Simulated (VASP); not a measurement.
Cr: single point with BLYP+D4

Crystal: Cr.

```xyz
2
Lattice="2.4655 0.0000 0.0000 -1.2328 2.1352 0.0000 0.0000 0.0000 4.4568" Properties=species:S:1:pos:R:3 pbc="T T T"
Cr    1.2328    0.7117    3.3426
Cr    0.0000    1.4235    1.1142
```

| Property | Result |
| --- | --- |
| Program | VASP 6.6.1 |
| Task | single point |
| Functional | BLYP |
| Dispersion | D4 |
| Potentials or basis | VASP PAW PBE potentials, release 64 (Cr_pv) |
| Cutoff | 520 eV |
| k mesh | 11 × 11 × 6 |
| Occupations | fermi-dirac, width 0.05 eV |
| Spin | collinear spin, ferromagnetic start |
| Starting moments | [3.0, 3.0] μB |

The pressure is -0.2 GPa. The band gap on the k mesh is zero (filled and empty bands overlap) and the net moment is 0.00 μB per cell. The valence electrons inside the program's atomic spheres are Cr 11.07 and the dispersion energy per atom is -0.854 eV.

Stress tensor (GPa, compression positive):
```
-0.12  0.00  0.00
 0.00 -0.12  0.00
 0.00  0.00 -0.22
```

Levels at points of the mesh, in eV from the Fermi level:
Spin up:
```tsv
k point	band 10	band 11	band 12	band 13	band 14	band 15
(0.00, 0.00, 0.00)	-0.40	-0.40	-0.08	-0.08	-0.08	1.09
(0.00, 0.00, 0.50)	-1.71	-0.37	-0.37	-0.37	-0.37	1.79
```
Spin down:
```csv
k point,band 9,band 10,band 11,band 12,band 13,band 14,band 15,band 16
"(0.00, 0.00, 0.00)",-1.39,-0.40,-0.40,-0.08,-0.08,-0.08,1.09,1.09
"(0.00, 0.00, 0.50)",-1.71,-1.71,-0.37,-0.37,-0.37,-0.37,1.79,1.79
```

Run time: 40 s on 1 thread of AMD EPYC 9R45 96-Core Processor (Zen 5) (shared host), peak memory 0.14 GiB.

Caveat: the starting moments collapsed, and a magnetic state may lie lower; the PAW data sets were made with another functional, which shifts forces and pressure a little; pairwise dispersion overbinds metals, which lowers pressure and volume.
